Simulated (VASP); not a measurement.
# Ta3P3N (Pm-3m) in VASP: further runs, part 2 of 2

VASP 6.6.1.

## (4) Relaxation of cell and atoms, PBE

This run uses another cell than the first one, of 16.27 Å³/atom.

Contents of INCAR:

```
  PREC = Accurate
  ENCUT = 600
  EDIFF = 1E-6
  ISMEAR = 0
  SIGMA = 0.1
  LREAL = False
  LASPH = True
  NELM = 60
  ALGO = Normal
  ISIF = 3
  LWAVE = False
  LCHARG = False
  GGA = PE
  IBRION = 2
  NSW = 100
  EDIFFG = -0.01
```

Contents of KPOINTS:

```
regular mesh
0
Gamma
  8 8 8
```

Contents of POSCAR:

```
Ta3P3N
1.0
    4.8469378324      0.0000000000      0.0000000000
    0.0000000000      4.8469378324      0.0000000000
    0.0000000000      0.0000000000      4.8469378324
Ta P N
3 3 1
Direct
    0.5000000000      0.0000000000      0.0000000000
    0.0000000000      0.5000000000      0.0000000000
    0.0000000000      0.0000000000      0.5000000000
    0.0000000000      0.5000000000      0.5000000000
    0.5000000000      0.0000000000      0.5000000000
    0.5000000000      0.5000000000      0.0000000000
    0.0000000000      0.0000000000      0.0000000000
```

Potentials or basis: VASP PAW PBE potentials, release 64 (Ta_pv, P, N).

On the command line:

```console
> cat potpaw_PBE.64/Ta_pv/POTCAR potpaw_PBE.64/P/POTCAR potpaw_PBE.64/N/POTCAR > POTCAR
> mpirun -np 1 vasp_std > vasp.out
```

OUTCAR:

```text
PREC = Accurate
   ENCUT = 600
   EDIFF = 1E-6
   ISMEAR = 0
   LREAL = False
   LASPH = True
   NELM = 60
   ISIF = 3
   GGA = PE
   IBRION = 2
   NSW = 100
   EDIFFG = -0.01

 ion  position               nearest neighbor table
   1  0.500  0.000  0.000-   5 2.42   6 2.42   7 2.42   5 2.42   6 2.42   7 2.42   3 3.43   2 3.43
                             2 3.43   2 3.43   3 3.43   3 3.43   3 3.43   2 3.43
   2  0.000  0.500  0.000-   4 2.42   6 2.42   7 2.42   4 2.42   7 2.42   6 2.42   3 3.43   1 3.43
                             3 3.43   1 3.43   3 3.43   1 3.43   3 3.43   1 3.43
   3  0.000  0.000  0.500-   4 2.42   5 2.42   7 2.42   7 2.42   4 2.42   5 2.42   2 3.43   2 3.43
                             2 3.43   1 3.43   2 3.43   1 3.43   1 3.43   1 3.43
   4  0.000  0.500  0.500-   2 2.42   3 2.42   2 2.42   3 2.42
   5  0.500  0.000  0.500-   1 2.42   3 2.42   1 2.42   3 2.42
   6  0.500  0.500  0.000-   1 2.42   2 2.42   1 2.42   2 2.42
   7  0.000  0.000  0.000-   1 2.42   2 2.42   3 2.42   3 2.42   2 2.42   1 2.42
[... 287 lines left out ...]

 E-fermi :   6.8356     XC(G=0): -11.4784

 val. band max:        6.8140625074   @ k =   0.3750   0.3750   0.1250
 cond. band min:       6.8409209617   @ k =   0.5000   0.5000   0.1250
 fundamental gap:      0.0268584543
 Fermi energy:         6.8355787029

 k-point     1 :       0.0000    0.0000    0.0000
  band No.  band energies     occupation
      1     -28.7118      2.00000
      2     -28.7118      2.00000
      3     -28.7118      2.00000
      4     -28.4918      2.00000
      5     -28.4918      2.00000
      6     -28.4918      2.00000
[... 805 lines left out ...]
     30       8.4447      0.00000
     31       8.6897      0.00000

 [... further k-points ...]

------------------------ aborting loop because EDIFF is reached ----------------------------------------

  FORCE on cell =-STRESS in cart. coord.  units (eV):
  Direction    XX          YY          ZZ          XY          YZ          ZX
  --------------------------------------------------------------------------------------
  -------------------------------------------------------------------------------------
  Total        0.0060097      0.0060097      0.0060097     -0.0000000     -0.0000000      0.0000000
  in kB        0.0847655      0.0847655      0.0847655     -0.0000000     -0.0000000      0.0000000
  external PRESSURE =       0.0847655 kB  Pullay stress =       0.0000000 kB
[... 22 lines left out ...]
  FREE ENERGIE OF THE ION-ELECTRON SYSTEM (eV)
  ---------------------------------------------------
  free  energy   TOTEN  =       -61.9952964509 eV

  energy  without entropy=      -61.9712204006  energy(sigma->0) =      -61.98325843

 reached required accuracy - stopping structural energy minimisation
```

CONTCAR:

```text
Ta3P3N
   1.00000000000000
     4.8430067915924084    0.0000000000000000   -0.0000000000000000
     0.0000000000000000    4.8430067915924084    0.0000000000000000
    -0.0000000000000000    0.0000000000000000    4.8430067915924084
  Ta              P               N
     3     3     1
Direct
     0.5000000000000000    0.0000000000000000    0.0000000000000000
     0.0000000000000000    0.5000000000000000    0.0000000000000000
     0.0000000000000000    0.0000000000000000    0.5000000000000000
     0.0000000000000000    0.5000000000000000    0.5000000000000000
     0.5000000000000000    0.0000000000000000    0.5000000000000000
     0.5000000000000000    0.5000000000000000    0.0000000000000000
     0.0000000000000000    0.0000000000000000    0.0000000000000000

  0.00000000E+00  0.00000000E+00  0.00000000E+00
  0.00000000E+00  0.00000000E+00  0.00000000E+00
  0.00000000E+00  0.00000000E+00  0.00000000E+00
  0.00000000E+00  0.00000000E+00  0.00000000E+00
  0.00000000E+00  0.00000000E+00  0.00000000E+00
  0.00000000E+00  0.00000000E+00  0.00000000E+00
  0.00000000E+00  0.00000000E+00  0.00000000E+00
```

Run time: 12 min. Hardware: 1 thread of Intel Xeon 8259CL, shared host; peak memory 0.34 GiB.

Results:

```
Free energy                           : -61.9953 eV
Relaxed volume                        : 16.23 Å³/atom
Relaxed cell                          : a = 4.843 Å, b = 4.843 Å, c = 4.843 Å, α = 90.00°, β = 90.00°, γ = 90.00°
Space group after relaxing (to 0.1 Å) : Pm-3m (No. 221)
Energy gained by relaxing             : 0.1 meV/atom
Ionic steps                           : 3
Pressure after relaxing               : 0.0 GPa
Band gap on the k mesh                : zero (an odd number of electrons rules out a gap without spin polarisation)
```

Step by step:
| step | energy change (eV) | largest force (eV/Å) | pressure (GPa) | volume (Å³) |
| --- | --- | --- | --- | --- |
| 1 | 0.0000 | 0.0000 | -0.43 | 113.87 |
| 2 | 0.0006 | 0.0000 | 0.71 | 113.15 |
| 3 | -0.0004 | 0.0000 | 0.01 | 113.59 |

Final structure:
```
Ta P N
1.0
     4.84301    0.00000    0.00000
     0.00000    4.84301    0.00000
     0.00000    0.00000    4.84301
Ta P N
3 3 1
Cartesian
  2.4215 0.0000 0.0000
  0.0000 2.4215 0.0000
  0.0000 0.0000 2.4215
  0.0000 2.4215 2.4215
  2.4215 0.0000 2.4215
  2.4215 2.4215 0.0000
  0.0000 0.0000 0.0000
```

Levels at points of the mesh, in eV from the Fermi level:
```tsv
k point	band 22	band 23	band 24	band 25	band 26	band 27	band 28	band 29	band 30	band 31
(0.00, 0.00, 0.00)	-2.55	-1.40	-1.40	-1.40	-0.35	-0.35	-0.35	0.01	0.01	0.49
(0.50, 0.00, 0.00)	-1.80	-1.80	-1.73	-1.70	-1.70	-1.07	0.17	0.56	0.56	1.79
(0.50, 0.50, 0.00)	-4.13	-3.56	-3.56	0.40	0.63	0.67	0.87	1.87	1.87	1.91
(0.50, 0.50, 0.50)	-4.77	-4.77	-0.97	-0.97	1.87	1.87	1.87	2.05	2.05	2.05
```

Caveat: spin-orbit coupling is left out, which moves the levels of the heavy elements.

## (5) The runs side by side

| task | cell | k mesh | cutoff (eV) | gap on the mesh (eV) | pressure (GPa) |
| --- | --- | --- | --- | --- | --- |
| single point | a = 5.021 Å, 7 atoms | 4 × 4 × 4 | 520 | none | -15.2 |
| single point | a = 4.842 Å, 7 atoms | 8 × 8 × 8 | 520 | none | 0.1 |
| relaxation of cell and atoms | relaxed from a = 4.847 Å, 7 atoms | 8 × 8 × 8 | 600 | none | 0.0 |

Alike in all rows: level PBE; potentials or basis VASP PAW PBE potentials, release 64 (Ta_pv, P, N); no spin polarisation; smearing gaussian 0.1 eV.

Caveats: spin-orbit coupling is left out, which moves the levels of the heavy elements; the cell stands under tension (at least some runs).

Total energies depend on the potentials used, so only differences within one code and one set of settings carry meaning.

The gap in the log of VASP goes by the Fermi energy; the results here count the filled bands.